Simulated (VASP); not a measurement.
# Se (R-3m) in VASP: notebook

Se is run at these levels: PBE; tasks: single point.

Everything below comes from runs of VASP 6.6.1. Logs are shortened: lines on timing, memory, paths and dates and some standing lists are left out, and cuts for length are marked.

## (1) The cell of the first run

The typed cell holds 2 atoms: a = 3.555 Å, b = 3.555 Å, c = 3.555 Å, α = 59.96°, β = 59.96°, γ = 59.96°.

## (2) Single point, PBE

Input file INCAR:

```
SYSTEM = Se
ALGO = Normal
EDIFF = 1E-6
ENCUT = 520
GGA = PE
ISIF = 2
ISMEAR = -1
LASPH = .True.
LCHARG = .False.
LREAL = .False.
LWAVE = .False.
NBANDS = 13
NELM = 100
PREC = Accurate
SIGMA = 0.08
```

Input file KPOINTS:

```
k-points
0
Gamma
  13 13 13
  0 0 0
```

Input file POSCAR:

```
Se
1.0
    1.7766107764     -1.0257267100      2.9038984747
    0.0000000000      2.0514534200      2.9038984747
   -1.7766107764     -1.0257267100      2.9038984747
Se
2
Direct
    0.2500000000      0.2500000000      0.2500000000
   -0.2500000000     -0.2500000000     -0.2500000000
```

Potentials or basis: VASP PAW PBE potentials, release 64 (Se).

The run is started by

```
$ cat potpaw_PBE.64/Se/POTCAR > POTCAR
$ mpirun -np 1 vasp_std > vasp.out
```

OUTCAR:

```text
SYSTEM = Se
   EDIFF = 1E-6
   ENCUT = 520
   GGA = PE
   ISIF = 2
   ISMEAR = -1
   LASPH = .True.
   LREAL = .False.
   NELM = 100
   PREC = Accurate

 ion  position               nearest neighbor table
   1  0.250  0.250  0.250-   2 2.51   2 2.51   2 2.51   2 2.51   2 2.51   2 2.51
   2  0.750  0.750  0.750-   1 2.51   1 2.51   1 2.51   1 2.51   1 2.51   1 2.51

  LATTYP: Found a trigonal (rhomboedric) cell.
 ALAT       =     3.5554307033
 COS(alpha) =     0.5006211524

  Lattice vectors:

 A1 = (   1.7766107764,  -1.0257267100,   2.9038984747)
 A2 = (   0.0000000000,   2.0514534200,   2.9038984747)
 A3 = (  -1.7766107764,  -1.0257267100,   2.9038984747)

Analysis of symmetry for initial positions (statically):
=====================================================================
 Subroutine PRICEL returns following result:

  LATTYP: Found a trigonal (rhomboedric) cell.
 ALAT       =     2.5132882290
 COS(alpha) =     0.0006215384

  Lattice vectors:

 A1 = (   1.7766107764,   1.0257267100,   1.4519492374)
 A2 = (  -1.7766107764,   1.0257267100,   1.4519492373)
 A3 = (   0.0000000000,  -2.0514534200,   1.4519492374)

   2 primitive cells build up your supercell.

 Routine SETGRP: Setting up the symmetry group for a
 trigonal (rhombohedral) supercell.

 Subroutine GETGRP returns: Found 12 space group operations
 (whereof 12 operations were pure point group operations)
 out of a pool of 12 trial point group operations.

The static configuration has the point symmetry D_3d.

Analysis of symmetry for dynamics (positions and initial velocities):
=====================================================================
 Subroutine PRICEL returns following result:

  LATTYP: Found a trigonal (rhomboedric) cell.
 ALAT       =     2.5132882290
 COS(alpha) =     0.0006215384

  Lattice vectors:

 A1 = (   1.7766107764,   1.0257267100,   1.4519492374)
 A2 = (  -1.7766107764,   1.0257267100,   1.4519492373)
 A3 = (   0.0000000000,  -2.0514534200,   1.4519492374)

   2 primitive cells build up your supercell.

 Routine SETGRP: Setting up the symmetry group for a
 trigonal (rhombohedral) supercell.

 Subroutine GETGRP returns: Found 12 space group operations
 (whereof 12 operations were pure point group operations)
 out of a pool of 12 trial point group operations.

The dynamic configuration has the point symmetry D_3d.

 Subroutine INISYM returns: Found 12 space group operations
 (whereof 12 operations are pure point group operations),
 and found     2 'primitive' translations

----------------------------------------------------------------------------------------

                                     Primitive cell

  volume of cell :      15.8755

  direct lattice vectors                    reciprocal lattice vectors
     1.776610776  1.025726710  1.451949237     0.281434745  0.162486426  0.229576437
    -1.776610776  1.025726710  1.451949237    -0.281434745  0.162486426  0.229576437
     0.000000000 -2.051453420  1.451949237    -0.000000000 -0.324972851  0.229576437

  length of vectors
     2.513288229  2.513288229  2.513288229     0.397885278  0.397885278  0.397885278

  position of ions in fractional coordinates (direct lattice)
     0.500000000  0.500000000  0.500000000

  ion indices of the primitive-cell ions
   primitive index   ion index
                 1           1

----------------------------------------------------------------------------------------

 KPOINTS: k-points

Automatic generation of k-mesh.
 Grid dimensions read from file:
 generate k-points for:   13   13   13

 Generating k-lattice:

  Cartesian coordinates                     Fractional coordinates (reciprocal lattice)
     0.021648827 -0.012498956  0.008829863     0.076923077  0.000000000 -0.000000000
     0.000000000  0.024997912  0.008829863     0.000000000  0.076923077  0.000000000
    -0.021648827 -0.012498956  0.008829863    -0.000000000  0.000000000  0.076923077

  Length of vectors
     0.026511546  0.026511546  0.026511546

  Shift w.r.t. Gamma in fractional coordinates (k-lattice)
     0.000000000  0.000000000  0.000000000

 Subroutine IBZKPT returns following result:
 ===========================================

 Found    231 irreducible k-points:

 Following reciprocal coordinates:
            Coordinates               Weight
  0.000000  0.000000  0.000000      1.000000
  0.076923 -0.000000 -0.000000      6.000000
  0.153846 -0.000000  0.000000      6.000000
  0.230769 -0.000000  0.000000      6.000000
  0.307692 -0.000000  0.000000      6.000000
  0.384615 -0.000000  0.000000      6.000000
[... 16 lines left out ...]
  0.384615  0.153846  0.000000     12.000000
  0.461538  0.153846  0.000000     12.000000
 [... further k-points ...]
   k-points           NKPTS =    231   k-points in BZ     NKDIM =    231   number of bands    NBANDS=     13
   number of dos      NEDOS =    301   number of ions     NIONS =      2
   total plane-waves  NPLWV =  21952
   dimension x,y,z NGX =    28 NGY =   28 NGZ =   28
   dimension x,y,z NGXF=    56 NGYF=   56 NGZF=   56
   ions per type =               2
   NGX,Y,Z   is equivalent  to a cutoff of  13.09, 13.09, 13.09 a.u.
   NGXF,Y,Z  is equivalent  to a cutoff of  26.18, 26.18, 26.18 a.u.
 SYSTEM =  Se
   PREC   = accura    normal or accurate (medium, high low for compatibility)
   ISTART =      0    job   : 0-new  1-cont  2-samecut
   ICHARG =      2    charge: 1-file 2-atom 10-const
   ISPIN  =      1    spin polarized calculation?
   LNONCOLLINEAR =      F non collinear calculations
   LSORBIT =      F    spin-orbit coupling
   LASPH  =      T    aspherical Exc in radial PAW
   ENCUT  =  520.0 eV  38.22 Ry    6.18 a.u.   6.61  6.61  6.61*2*pi/ulx,y,z
   NELM   =    100;   NELMIN=  2; NELMDL= -5     # of ELM steps
   EDIFF  = 0.1E-05   stopping-criterion for ELM
   LREAL  =      F    real-space projection
   EDIFFG = 0.1E-04   stopping-criterion for IOM
   NSW    =      0    number of steps for IOM
   IBRION =     -1    ionic relax: 0-MD 1-quasi-New 2-CG
   NFREE  =      0    steps in history (QN), initial steepest desc. (CG)
   ISIF   =      2    stress and relaxation
   ISYM   =      2    0-nonsym 1-usesym 2-fastsym
   POTIM  = 0.5000    time-step for ionic-motion
   TEBEG  =    0.0;   TEEND  =   0.0 temperature during run
   PSTRESS=    0.0 pullay stress
   NELECT =      12.0000    total number of electrons
   NUPDOWN=      -1.0000    fix difference up-down
   EMIN   =  10.00;   EMAX   =-10.00  energy-range for DOS
   EFERMI =   0.00;   METHOD = LEGACY
   ISMEAR =    -1;   SIGMA  =   0.08  broadening in eV -4-tet -1-fermi 0-gaus
   EFERMI_NEDOS =   21; number of points for ismear=-14 and -15
   IALGO  =     38    algorithm
   IMIX   =      4    mixing-type and parameters
     AMIX     =   0.40;   BMIX     =  1.00
     AMIX_MAG =   1.60;   BMIX_MAG =  1.00
  volume/ion in A,a.u.               =      15.88       107.13
  Fermi-wavevector in a.u.,A,eV,Ry     =   1.183631  2.236738 19.061525  1.400983
  Thomas-Fermi vector in A             =   2.319862
   LORBIT       =      0    0 simple, 1 ext, 2 COOP (PROOUT), +10 PAW based schemes
   GGA     = PE    functional components
   LHFCALC =     F    Hartree Fock is set to
   AEXX    =    0.0000 exact exchange contribution
   IVDW    =     0    specifies the selected vdW correction
   LEPSILON=     F    determine dielectric tensor
   LRPA    =     F    only Hartree local field effects (RPA)
 non-spin polarized calculation
  energy-cutoff  :      520.00
  volume of cell :       31.75
 maximum number of plane-waves:       881
   NGX = 13   NGY = 13   NGZ = 13

 number of electron      12.0000001 magnetization

 Free energy of the ion-electron system (eV)
  ---------------------------------------------------
  ext. energy  EPLUGINS =         0.00000000
  ---------------------------------------------------
  free energy    TOTEN  =        -4.94859761 eV

  energy without entropy =       -4.93505691  energy(sigma->0) =       -4.94182726

 E-fermi :   9.7932     XC(G=0): -11.5651

 val. band max:        9.7791420743   @ k =   0.2308   0.2308  -0.0000
 cond. band min:       9.8553453622   @ k =  -0.4615   0.2308  -0.0000
 fundamental gap:      0.0762032878
 Fermi energy:         9.7931629172

 k-point     1 :       0.0000    0.0000    0.0000
  band No.  band energies     occupation
      1     -10.2286      2.00000
      2       1.4594      2.00000
      3       4.7607      2.00000
      4       4.7757      2.00000
      5       4.7757      2.00000
      6      11.6752      0.00000
      7      11.6752      0.00000
      8      11.6817      0.00000
      9      13.9521      0.00000
     10      13.9695      0.00000
     11      13.9695      0.00000
     12      16.7164      0.00000
     13      16.7164      0.00000

 k-point     2 :       0.0769   -0.0000   -0.0000
  band No.  band energies     occupation
      1     -10.1342      2.00000
      2       0.9185      2.00000
      3       4.7726      2.00000
      4       4.7857      2.00000
      5       5.1181      2.00000
      6      11.1966      0.00000
      7      11.2011      0.00000
      8      11.4094      0.00000
      9      13.9479      0.00000
     10      14.1481      0.00000
     11      14.1638      0.00000
     12      17.3697      0.00000
     13      17.3710      0.00000

 k-point     3 :       0.1538   -0.0000    0.0000
  band No.  band energies     occupation
      1      -9.8515      2.00000
      2      -0.2700      2.00000
      3       4.8138      2.00000
      4       4.8261      2.00000
      5       5.7317      2.00000
      6      10.1840      0.01499
      7      10.1864      0.01456
      8      10.7528      0.00001
      9      14.1034      0.00000
     10      14.7192      0.00000
     11      14.7357      0.00000
     12      18.9048      0.00000
     13      18.9079      0.00000
[... 305 lines left out ...]
 k-point    23 :       0.3846    0.1538    0.0000
  band No.  band energies     occupation
      1      -8.1790      2.00000
      2      -3.4563      2.00000
      3       3.6285      2.00000
      4       4.1089      2.00000
      5       4.1862      2.00000
      6       9.8762      0.52303
      7      10.0909      0.04724
      8      10.8132      0.00001
      9      13.5705      0.00000
     10      19.1547      0.00000
     11      19.5686      0.00000
     12      21.8407      0.00000
     13      21.9089      0.00000

 k-point    24 :       0.4615    0.1538    0.0000
  band No.  band energies     occupation
      1      -7.3226      2.00000
      2      -4.7196      2.00000
      3       3.3529      2.00000
      4       3.8473      2.00000
      5       4.5387      2.00000
      6       9.2130      1.99858
      7      10.1572      0.02092
      8      10.4199      0.00079
      9      14.8910      0.00000
     10      20.6516      0.00000
     11      20.6936      0.00000
     12      21.2914      0.00000
     13      22.0154      0.00000

 [... further k-points ...]
[... 5 lines left out ...]
  --------------------------------------------------------------------------------------
  -------------------------------------------------------------------------------------
  Total       11.0834948     11.0834948     11.1016154      0.0000000      0.0000000      0.0000000
  in kB      559.2817752    559.2817752    560.1961544      0.0000000      0.0000000      0.0000000
  external PRESSURE =     559.5865683 kB  Pullay stress =       0.0000000 kB

 VOLUME and BASIS-vectors are now :
 -----------------------------------------------------------------------------
  energy-cutoff  :      520.00
  volume of cell :       31.75
      direct lattice vectors                 reciprocal lattice vectors
     1.776610776 -1.025726710  2.903898475     0.281434745 -0.162486426  0.114788219
     0.000000000  2.051453420  2.903898475     0.000000000  0.324972851  0.114788219
    -1.776610776 -1.025726710  2.903898475    -0.281434745 -0.162486426  0.114788219

 POSITION                                       TOTAL-FORCE (eV/Angst)
 -----------------------------------------------------------------------------------
      0.00000      0.00000      2.17792        -0.000000     -0.000000      0.000000
      0.00000      0.00000      6.53377         0.000000      0.000000      0.000000
 -----------------------------------------------------------------------------------
    total drift:                               -0.000000     -0.000000     -0.000000

  FREE ENERGIE OF THE ION-ELECTRON SYSTEM (eV)
  ---------------------------------------------------
  free  energy   TOTEN  =        -4.9485976082 eV

  energy  without entropy=       -4.9350569076  energy(sigma->0) =       -4.94182726
```

Run time: 41 s. Hardware: 1 thread of AMD EPYC 9R45 (Zen 5), shared host; peak memory 0.18 GiB.

Results:

```
Free energy            : -4.9486 eV
Pressure               : 56.0 GPa
Band gap on the k mesh : zero (band 6 reaches 11.68 eV, above the bottom of band 7 at 7.17 eV)
```

(Part 1 of 4 ends here.)
